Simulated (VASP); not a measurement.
Wanted: the native input for a VASP 6.6.1 run.

```
Task                   : single point
Functional             : LDA
Potentials or basis    : VASP PAW LDA potentials, release 64 (Ba_sv)
Cutoff                 : 520 eV
k mesh                 : 8 × 8 × 8
Occupations            : fermi-dirac, width 0.136057 eV
Spin                   : no spin polarisation
Dipole correction      : no
Further INCAR settings : ALGO = Normal; EDIFF = 1e-06; NBANDS = 17
```

The structure of Ba lies in POSCAR:

```
Ba
1.0
    0.0000000000      3.6435301662      3.6435301662
    3.6435301662      0.0000000000      3.6435301662
    3.6435301662      3.6435301662      0.0000000000
Ba
2
Direct
    0.0000000000      0.0000000000      0.0000000000
    0.2500000000      0.2500000000      0.2500000000
```

These files were run (other wordings do the same):

INCAR

```
SYSTEM = Ba
PREC     = Accurate       ! precision mode
ENCUT    = 520            ! plane-wave cutoff, eV
EDIFF    = 1E-6           ! SCF threshold, eV
ISMEAR   = -1             ! smearing method
SIGMA    = 0.13605693000000002 ! smearing width, eV
LREAL    = .False.        ! projectors in reciprocal space
LASPH    = .True.         ! aspherical terms in the spheres
NELM     = 80             ! most SCF steps
ALGO     = Normal         ! electronic algorithm
ISIF     = 2              ! what is computed and relaxed
LWAVE    = .False.        ! write WAVECAR
LCHARG   = .False.        ! write CHGCAR
NBANDS   = 17             ! bands
```

KPOINTS

```
Automatic mesh
0
Gamma
  8 8 8
  0 0 0
```

Potentials or basis: VASP PAW LDA potentials, release 64 (Ba_sv).

The run is started by

```console
$ cat potpaw_LDA.64/Ba_sv/POTCAR > POTCAR
$ mpirun -np 1 vasp_std > vasp.out
```

Results of the run:

The pressure is 0.9 GPa. The band gap on the k mesh is zero (band 10 reaches 2.11 eV, above the bottom of band 11 at 1.94 eV).

Caveat: spin-orbit coupling is left out, which moves the levels of the heavy elements.

Run time: 51 s on 1 thread of Intel Xeon 6975P-C, on a shared host, peak memory 0.21 GiB.
